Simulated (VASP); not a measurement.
# NaP2 (P6/mmm) in VASP: notebook

The runs below take NaP2 through single point, relaxation of cell and atoms, with PBE.

All numbers are computed with VASP 6.6.1; they aren't measurements. Logs are shortened: lines on timing, memory, paths and dates and some standing lists are left out, and cuts for length are marked.

## 1. The cell of the first run

It takes space group P6/mmm (No. 191, hexagonal). The conventional cell has a = 4.111 Å, b = 4.111 Å, c = 4.389 Å, α = 90.00°, β = 90.00°, γ = 120.00°. Na (site symmetry 6/mmm) has 12 P at 3.23 Å and 8 Na at 4.11 to 4.39 Å within 4.4 Å. Within 3.1 Å of P (site symmetry -6m2) lie 3 P at 2.37 Å.

The cell was generated, and may not be a known phase.

## 2. Single point, PBE

Input file INCAR:

```
SYSTEM = NaP2
PREC = Accurate ; ENCUT = 520
EDIFF = 1E-6 ; ISMEAR = 0
SIGMA = 0.1 ; LREAL = .False.
LASPH = .True. ; NELM = 80
ALGO = Normal ; ISIF = 2
LWAVE = .False. ; LCHARG = .True.
GGA = PE ; LELF = .True.
LVHAR = .True. ; NBANDS = 16
```

Input file KPOINTS:

```
Automatic mesh
0
Gamma
  15 15 10
  0 0 0
```

Input file POSCAR:

```
NaP2
1.0
    4.1106048209      0.0000000000      0.0000000000
   -2.0553024104      3.5598881998      0.0000000000
    0.0000000000      0.0000000000      4.3892548063
Na P
1 2
Direct
    0.0000000000      0.0000000000      0.0000000000
    0.3333333333      0.6666666667      0.5000000000
    0.6666666667      0.3333333333      0.5000000000
```

Potentials or basis: VASP PAW PBE potentials, release 64 (Na_pv, P).

Launch:

```console
$ cat potpaw_PBE.64/Na_pv/POTCAR potpaw_PBE.64/P/POTCAR > POTCAR
$ mpirun -np 1 vasp_std > vasp.out
```

OUTCAR:

```text
SYSTEM = NaP2
   PREC = Accurate
   ENCUT = 520
   EDIFF = 1E-6
   ISMEAR = 0
   LREAL = .False.
   LASPH = .True.
   NELM = 80
   ISIF = 2
   GGA = PE

 ion  position               nearest neighbor table
   1  0.000  0.000  0.000-
   2  0.333  0.667  0.500-   3 2.37   3 2.37   3 2.37
   3  0.667  0.333  0.500-   2 2.37   2 2.37   2 2.37

  LATTYP: Found a hexagonal cell.
 ALAT       =     4.1106048209
 C/A-ratio  =     1.0677880744

  Lattice vectors:

 A1 = (   4.1106048209,   0.0000000000,   0.0000000000)
 A2 = (  -2.0553024104,   3.5598881998,   0.0000000000)
 A3 = (   0.0000000000,   0.0000000000,   4.3892548063)

Analysis of symmetry for initial positions (statically):
=====================================================================
 Subroutine PRICEL returns:
 Original cell was already a primitive cell.

 Routine SETGRP: Setting up the symmetry group for a
 hexagonal supercell.

 Subroutine GETGRP returns: Found 24 space group operations
 (whereof 24 operations were pure point group operations)
 out of a pool of 24 trial point group operations.

The static configuration has the point symmetry D_6h.

Analysis of symmetry for dynamics (positions and initial velocities):
=====================================================================
 Subroutine PRICEL returns:
 Original cell was already a primitive cell.

 Routine SETGRP: Setting up the symmetry group for a
 hexagonal supercell.

 Subroutine GETGRP returns: Found 24 space group operations
 (whereof 24 operations were pure point group operations)
 out of a pool of 24 trial point group operations.

The dynamic configuration has the point symmetry D_6h.

 Subroutine INISYM returns: Found 24 space group operations
 (whereof 24 operations are pure point group operations),
 and found     1 'primitive' translations

----------------------------------------------------------------------------------------

                                     Primitive cell

  volume of cell :      64.2293

  direct lattice vectors                    reciprocal lattice vectors
     4.110604821  0.000000000  0.000000000     0.243273203  0.140453849  0.000000000
    -2.055302410  3.559888200  0.000000000     0.000000000  0.280907698  0.000000000
     0.000000000  0.000000000  4.389254806     0.000000000  0.000000000  0.227829106

  length of vectors
     4.110604821  4.110604821  4.389254806     0.280907698  0.280907698  0.227829106

  position of ions in fractional coordinates (direct lattice)
     0.000000000  0.000000000  0.000000000
     0.333333333  0.666666667  0.500000000
     0.666666667  0.333333333  0.500000000

  ion indices of the primitive-cell ions
   primitive index   ion index
                 1           1
                 2           2
                 3           3

----------------------------------------------------------------------------------------

 KPOINTS: Automatic mesh

Automatic generation of k-mesh.
 Grid dimensions read from file:
 generate k-points for:   15   15   10

 Generating k-lattice:

  Cartesian coordinates                     Fractional coordinates (reciprocal lattice)
     0.016218214  0.009363590  0.000000000     0.066666667  0.000000000  0.000000000
     0.000000000  0.018727180  0.000000000     0.000000000  0.066666667  0.000000000
     0.000000000  0.000000000  0.022782911     0.000000000  0.000000000  0.100000000

  Length of vectors
     0.018727180  0.018727180  0.022782911

  Shift w.r.t. Gamma in fractional coordinates (k-lattice)
     0.000000000  0.000000000  0.000000000

 Subroutine IBZKPT returns following result:
 ===========================================

 Found    162 irreducible k-points:

 Following reciprocal coordinates:
            Coordinates               Weight
  0.000000  0.000000  0.000000      1.000000
  0.066667  0.000000  0.000000      6.000000
  0.133333  0.000000  0.000000      6.000000
  0.200000  0.000000  0.000000      6.000000
  0.266667  0.000000  0.000000      6.000000
  0.333333  0.000000  0.000000      6.000000
[... 16 lines left out ...]
  0.333333  0.200000  0.000000     12.000000
  0.400000  0.200000  0.000000      6.000000
 [... further k-points ...]
   k-points           NKPTS =    162   k-points in BZ     NKDIM =    162   number of bands    NBANDS=     16
   number of dos      NEDOS =    301   number of ions     NIONS =      3
   total plane-waves  NPLWV =  36864
   dimension x,y,z NGX =    32 NGY =   32 NGZ =   36
   dimension x,y,z NGXF=    64 NGYF=   64 NGZF=   72
   ions per type =               1   2
   NGX,Y,Z   is equivalent  to a cutoff of  12.94, 12.94, 13.64 a.u.
   NGXF,Y,Z  is equivalent  to a cutoff of  25.88, 25.88, 27.27 a.u.
 SYSTEM =  NaP2
   PREC   = accura    normal or accurate (medium, high low for compatibility)
   ISTART =      0    job   : 0-new  1-cont  2-samecut
   ICHARG =      2    charge: 1-file 2-atom 10-const
   ISPIN  =      1    spin polarized calculation?
   LNONCOLLINEAR =      F non collinear calculations
   LSORBIT =      F    spin-orbit coupling
   LASPH  =      T    aspherical Exc in radial PAW
   ENCUT  =  520.0 eV  38.22 Ry    6.18 a.u.   7.64  7.64  8.16*2*pi/ulx,y,z
   NELM   =     80;   NELMIN=  2; NELMDL= -5     # of ELM steps
   EDIFF  = 0.1E-05   stopping-criterion for ELM
   LREAL  =      F    real-space projection
   EDIFFG = 0.1E-04   stopping-criterion for IOM
   NSW    =      0    number of steps for IOM
   IBRION =     -1    ionic relax: 0-MD 1-quasi-New 2-CG
   NFREE  =      0    steps in history (QN), initial steepest desc. (CG)
   ISIF   =      2    stress and relaxation
   ISYM   =      2    0-nonsym 1-usesym 2-fastsym
   POTIM  = 0.5000    time-step for ionic-motion
   TEBEG  =    0.0;   TEEND  =   0.0 temperature during run
   PSTRESS=    0.0 pullay stress
   NELECT =      17.0000    total number of electrons
   NUPDOWN=      -1.0000    fix difference up-down
   EMIN   =  10.00;   EMAX   =-10.00  energy-range for DOS
   EFERMI =   0.00;   METHOD = LEGACY
   ISMEAR =     0;   SIGMA  =   0.10  broadening in eV -4-tet -1-fermi 0-gaus
   EFERMI_NEDOS =   21; number of points for ismear=-14 and -15
   IALGO  =     38    algorithm
   IMIX   =      4    mixing-type and parameters
     AMIX     =   0.40;   BMIX     =  1.00
     AMIX_MAG =   1.60;   BMIX_MAG =  1.00
  volume/ion in A,a.u.               =      21.41       144.48
  Fermi-wavevector in a.u.,A,eV,Ry     =   1.051107  1.986304 15.032064  1.104826
  Thomas-Fermi vector in A             =   2.186137
   LORBIT       =      0    0 simple, 1 ext, 2 COOP (PROOUT), +10 PAW based schemes
   GGA     = PE    functional components
   LHFCALC =     F    Hartree Fock is set to
   AEXX    =    0.0000 exact exchange contribution
   IVDW    =     0    specifies the selected vdW correction
   LEPSILON=     F    determine dielectric tensor
   LRPA    =     F    only Hartree local field effects (RPA)
 non-spin polarized calculation
 Gauss-broadening in eV      SIGMA  =   0.10
  energy-cutoff  :      520.00
  volume of cell :       64.23
 maximum number of plane-waves:      1750
 NGX is ok and might be reduce to    32
   NGX = 15   NGY = 15   NGZ = 17

 number of electron      16.9999999 magnetization

 Free energy of the ion-electron system (eV)
  ---------------------------------------------------
  ext. energy  EPLUGINS =         0.00000000
  ---------------------------------------------------
  free energy    TOTEN  =       -12.14148583 eV

  energy without entropy =      -12.13692412  energy(sigma->0) =      -12.13920498

 E-fermi :   4.0672     XC(G=0):  -8.8534

 val. band max:        4.0535721850   @ k =   0.2667   0.2000   0.0000
 cond. band min:       4.0683900391   @ k =   0.2667   0.0667   0.3000
 fundamental gap:      0.0148178542
 Fermi energy:         4.0672242489

 k-point     1 :       0.0000    0.0000    0.0000
  band No.  band energies     occupation
      1     -20.2443      2.00000
      2     -20.2309      2.00000
      3     -20.2309      2.00000
      4      -9.4577      2.00000
      5      -0.7380      2.00000
      6       0.1136      2.00000
[... 8 lines left out ...]
     15      12.4795      0.00000
     16      15.0514      0.00000

 k-point     2 :       0.0667    0.0000    0.0000
  band No.  band energies     occupation
      1     -20.2443      2.00000
      2     -20.2314      2.00000
      3     -20.2310      2.00000
      4      -9.4152      2.00000
      5      -1.3696      2.00000
      6       0.0496      2.00000
[... 8 lines left out ...]
     15      12.4777      0.00000
     16      14.5784      0.00000

 k-point     3 :       0.1333    0.0000    0.0000
  band No.  band energies     occupation
      1     -20.2440      2.00000
      2     -20.2328      2.00000
      3     -20.2314      2.00000
      4      -9.2884      2.00000
      5      -2.2822      2.00000
      6      -0.1161      2.00000
[... 8 lines left out ...]
     15      12.3713      0.00000
     16      13.4729      0.00000

 k-point     4 :       0.2000    0.0000    0.0000
  band No.  band energies     occupation
      1     -20.2437      2.00000
      2     -20.2349      2.00000
      3     -20.2318      2.00000
      4      -9.0802      2.00000
      5      -3.1868      2.00000
      6      -0.3290      2.00000
[... 8 lines left out ...]
     15      12.0961      0.00000
     16      12.4503      0.00000

 k-point     5 :       0.2667    0.0000    0.0000
  band No.  band energies     occupation
      1     -20.2433      2.00000
      2     -20.2372      2.00000
      3     -20.2324      2.00000
      4      -8.7967      2.00000
      5      -4.0439      2.00000
      6      -0.5408      2.00000
[... 8 lines left out ...]
     15      11.7688      0.00000
     16      12.5610      0.00000

 k-point     6 :       0.3333    0.0000    0.0000
  band No.  band energies     occupation
      1     -20.2429      2.00000
      2     -20.2395      2.00000
      3     -20.2329      2.00000
      4      -8.4512      2.00000
      5      -4.8273      2.00000
      6      -0.7197      2.00000
[... 8 lines left out ...]
     15      11.4864      0.00000
     16      13.0015      0.00000

 k-point     7 :       0.4000    0.0000    0.0000
  band No.  band energies     occupation
      1     -20.2427      2.00000
      2     -20.2412      2.00000
      3     -20.2333      2.00000
      4      -8.0781      2.00000
      5      -5.4957      2.00000
      6      -0.8470      2.00000
[... 8 lines left out ...]
     15      11.2878      0.00000
     16      12.4038      0.00000

 k-point     8 :       0.4667    0.0000    0.0000
  band No.  band energies     occupation
      1     -20.2425      2.00000
      2     -20.2422      2.00000
      3     -20.2336      2.00000
      4      -7.7818      2.00000
      5      -5.9405      2.00000
      6      -0.9128      2.00000
[... 8 lines left out ...]
     15      11.1864      0.00000
     16      11.6235      0.00000

 k-point     9 :       0.0667    0.0667    0.0000
  band No.  band energies     occupation
      1     -20.2441      2.00000
      2     -20.2324      2.00000
      3     -20.2313      2.00000
      4      -9.3305      2.00000
      5      -2.0325      2.00000
      6      -0.0835      2.00000
[... 8 lines left out ...]
     15      12.5388      0.00000
     16      13.7884      0.00000
[... 172 lines left out ...]
 k-point    19 :       0.3333    0.1333    0.0000
  band No.  band energies     occupation
      1     -20.2426      2.00000
      2     -20.2408      2.00000
      3     -20.2344      2.00000
      4      -7.9533      2.00000
      5      -5.6176      2.00000
      6      -1.3873      2.00000
[... 8 lines left out ...]
     15      10.9280      0.00000
     16      12.8327      0.00000

 k-point    20 :       0.4000    0.1333    0.0000
  band No.  band energies     occupation
      1     -20.2424      2.00000
      2     -20.2415      2.00000
      3     -20.2347      2.00000
      4      -7.6438      2.00000
      5      -6.0535      2.00000
      6      -1.4814      2.00000
[... 8 lines left out ...]
     15      10.5493      0.00000
     16      12.7767      0.00000

 k-point    21 :       0.2000    0.2000    0.0000
  band No.  band energies     occupation
      1     -20.2429      2.00000
      2     -20.2390      2.00000
      3     -20.2341      2.00000
      4      -8.3635      2.00000
      5      -4.9062      2.00000
      6      -1.3137      2.00000
[... 8 lines left out ...]
     15      11.5782      0.00000
     16      13.4640      0.00000

 k-point    22 :       0.2667    0.2000    0.0000
  band No.  band energies     occupation
      1     -20.2426      2.00000
      2     -20.2400      2.00000
      3     -20.2351      2.00000
      4      -7.9968      2.00000
      5      -5.5053      2.00000
      6      -1.6069      2.00000
[... 8 lines left out ...]
     15      10.6181      0.00000
     16      12.7668      0.00000

 k-point    23 :       0.3333    0.2000    0.0000
  band No.  band energies     occupation
      1     -20.2424      2.00000
      2     -20.2407      2.00000
      3     -20.2358      2.00000
      4      -7.6205      2.00000
      5      -6.0272      2.00000
      6      -1.7895      2.00000
[... 8 lines left out ...]
     15      10.8613      0.00000
     16      12.3755      0.00000

 k-point    24 :       0.4000    0.2000    0.0000
  band No.  band energies     occupation
      1     -20.2423      2.00000
      2     -20.2409      2.00000
      3     -20.2360      2.00000
      4      -7.4141      2.00000
      5      -6.2832      2.00000
      6      -1.8512      2.00000
[... 8 lines left out ...]
     15      11.2529      0.00000
     16      12.2479      0.00000

 [... further k-points ...]

------------------------ aborting loop because EDIFF is reached ----------------------------------------

  FORCE on cell =-STRESS in cart. coord.  units (eV):
  Direction    XX          YY          ZZ          XY          YZ          ZX
  --------------------------------------------------------------------------------------
  -------------------------------------------------------------------------------------
  Total       -0.0295789     -0.0295789      0.0047263     -0.0000000      0.0000000      0.0000000
  in kB       -0.7378350     -0.7378350      0.1178961     -0.0000000      0.0000000      0.0000000
  external PRESSURE =      -0.4525913 kB  Pullay stress =       0.0000000 kB

 VOLUME and BASIS-vectors are now :
 -----------------------------------------------------------------------------
  energy-cutoff  :      520.00
  volume of cell :       64.23
      direct lattice vectors                 reciprocal lattice vectors
     4.110604821  0.000000000  0.000000000     0.243273203  0.140453849  0.000000000
    -2.055302410  3.559888200  0.000000000     0.000000000  0.280907698  0.000000000
     0.000000000  0.000000000  4.389254806     0.000000000  0.000000000  0.227829106

 POSITION                                       TOTAL-FORCE (eV/Angst)
 -----------------------------------------------------------------------------------
      0.00000      0.00000      0.00000        -0.000000      0.000000      0.000000
     -0.00000      2.37326      2.19463         0.000000      0.000000      0.000000
      2.05530      1.18663      2.19463        -0.000000     -0.000000      0.000000
 -----------------------------------------------------------------------------------
    total drift:                                0.000000     -0.000000      0.000000

  FREE ENERGIE OF THE ION-ELECTRON SYSTEM (eV)
  ---------------------------------------------------
  free  energy   TOTEN  =       -12.1414858341 eV

  energy  without entropy=      -12.1369241171  energy(sigma->0) =      -12.13920498
```

It took 47 s on 1 thread of Intel Xeon 6975P-C (Granite Rapids), shared host; peak memory 0.27 GiB.

What came out:

```yaml
Free_energy: -12.1415 eV
Pressure: 0.0 GPa
Band_gap_on_the_k_mesh: zero (an odd number of electrons rules out a gap without spin polarisation)
```

Stress tensor (GPa, compression positive):
```
-0.07  0.00  0.00
 0.00 -0.07  0.00
 0.00  0.00  0.01
```

Levels at points of the mesh, in eV from the Fermi level:
```tsv
k point	band 4	band 5	band 6	band 7	band 8	band 9	band 10	band 11	band 12	band 13
(0.00, 0.00, 0.00)	-13.52	-4.81	-3.95	-3.95	-3.49	0.58	0.58	1.16	2.79	5.76
(0.00, 0.00, 0.50)	-13.35	-5.12	-4.67	-3.86	-3.86	0.68	0.68	2.02	6.26	6.46
```

Caveat: an odd number of electrons without spin polarisation forces a metal; a magnetic or distorted state may lie lower.

## 3. Relaxation of cell and atoms, PBE

This run uses another cell than the first one, of 17.61 Å³/atom.

Input file INCAR:

```
  PREC = Accurate
  ENCUT = 600
  EDIFF = 1E-6
  ISMEAR = 0
  SIGMA = 0.1
  LREAL = False
  LASPH = True
  NELM = 60
  ALGO = Normal
  ISIF = 3
  LWAVE = False
  LCHARG = False
  GGA = PE
  IBRION = 2
  NSW = 100
  EDIFFG = -0.01
```

Input file KPOINTS:

```
regular mesh
0
Gamma
  12 12 14
```

Input file POSCAR:

```
NaP2
1.0
    4.4276960840      0.0000000000      0.0000000000
   -2.2138480420      3.8344972890      0.0000000000
    0.0000000000      0.0000000000      3.1114932893
Na P
1 2
Direct
    0.0000000000      0.0000000000      0.0000000000
    0.3333333333      0.6666666667      0.5000000000
    0.6666666667      0.3333333333      0.5000000000
```

Potentials or basis: VASP PAW PBE potentials, release 64 (Na_pv, P).

Launch:

```console
$ cat potpaw_PBE.64/Na_pv/POTCAR potpaw_PBE.64/P/POTCAR > POTCAR
$ mpirun -np 1 vasp_std > vasp.out
```

Wall time 8.9 min (1 thread of Intel Xeon 6975P-C (Granite Rapids), shared host); peak memory 0.27 GiB.

Results (log left out):

```yaml
Free_energy: -12.1479 eV
Relaxed_volume: 21.26 Å³/atom
Relaxed_cell: a = 4.084 Å, b = 4.084 Å, c = 4.415 Å, α = 90.00°, β = 90.00°, γ = 120.00°
Space_group_after_relaxing_to_0.1_Å: P6/mmm (No. 191)
Energy_gained_by_relaxing: 229.0 meV/atom
Ionic_steps: 29
Pressure_after_relaxing: 0.0 GPa
Band_gap_on_the_k_mesh: zero (an odd number of electrons rules out a gap without spin polarisation)
```

Stress tensor (GPa, compression positive):
```
-0.05  0.00  0.00
 0.00 -0.05  0.00
 0.00  0.00  0.04
```

Step by step:
```tsv
step	energy change (eV)	largest force (eV/Å)	pressure (GPa)	volume (Å³)
1	0.0000	0.0000	0.54	52.83
2	-0.0049	0.0000	0.25	53.28
3	-0.0238	0.0000	-0.57	54.65
4	-0.0849	0.0000	-1.92	57.40
5	-0.2474	0.0000	-3.82	62.89
6	-0.3254	0.0000	-6.03	73.93
7	-0.3331	0.0000	-5.72	71.68
8	-0.3334	0.0000	-5.74	71.73
9	-0.3344	0.0000	-5.73	71.87
10	-0.3362	0.0000	-5.76	72.14
11	-0.3392	0.0000	-5.81	72.70
12	-0.3436	0.0000	-5.92	73.80
13	-0.3445	0.0000	-6.15	75.99
14	-0.3454	0.0000	-6.08	74.88
15	-0.3518	0.0000	-6.00	74.80
16	-0.3708	0.0000	-5.95	74.55
17	-0.4075	0.0000	-5.70	74.05
18	-0.4755	0.0000	-5.21	73.04
19	-0.5828	0.0000	-3.89	71.02
20	-0.6604	0.0000	-0.64	66.92
21	-0.6624	0.0000	-1.41	67.68
22	-0.6627	0.0000	-1.27	67.52
23	-0.6666	0.0000	-1.18	67.21
24	-0.6761	0.0000	-0.92	66.29
25	-0.6863	0.0000	-0.31	64.46
26	-0.6870	0.0000	-0.15	63.93
27	-0.6870	0.0000	-0.08	63.86
28	-0.6871	0.0000	-0.01	63.79
29	-0.6871	0.0000	-0.02	63.78
```

Final structure:
```
CELL_PARAMETERS angstrom
4.08408 0.00000 0.00000
-2.04204 3.53692 0.00000
0.00000 0.00000 4.41501
ATOMIC_POSITIONS crystal
Na 0.00000 0.00000 0.00000
P 0.33333 0.66667 0.50000
P 0.66667 0.33333 0.50000
```

Levels at points of the mesh, in eV from the Fermi level:
| k point | band 6 | band 7 | band 8 | band 9 | band 10 | band 11 |
| --- | --- | --- | --- | --- | --- | --- |
| (0.00, 0.00, 0.00) | -4.20 | -4.20 | -3.77 | 0.39 | 0.39 | 0.91 |
| (0.50, 0.00, 0.00) | -5.25 | -2.36 | -2.23 | -0.58 | 3.16 | 4.03 |
| (0.00, 0.00, 0.50) | -4.73 | -4.11 | -4.11 | 0.48 | 0.48 | 1.95 |
| (0.50, 0.00, 0.50) | -5.17 | -3.47 | -2.10 | -1.97 | 4.50 | 4.87 |

Caveat: the volume moved by over 15 % at a fixed basis, so the end points are rough; an odd number of electrons without spin polarisation forces a metal; a magnetic or distorted state may lie lower.

[end of part 1 of 2]

The gap in the log of VASP goes by the Fermi energy; the results here count the filled bands.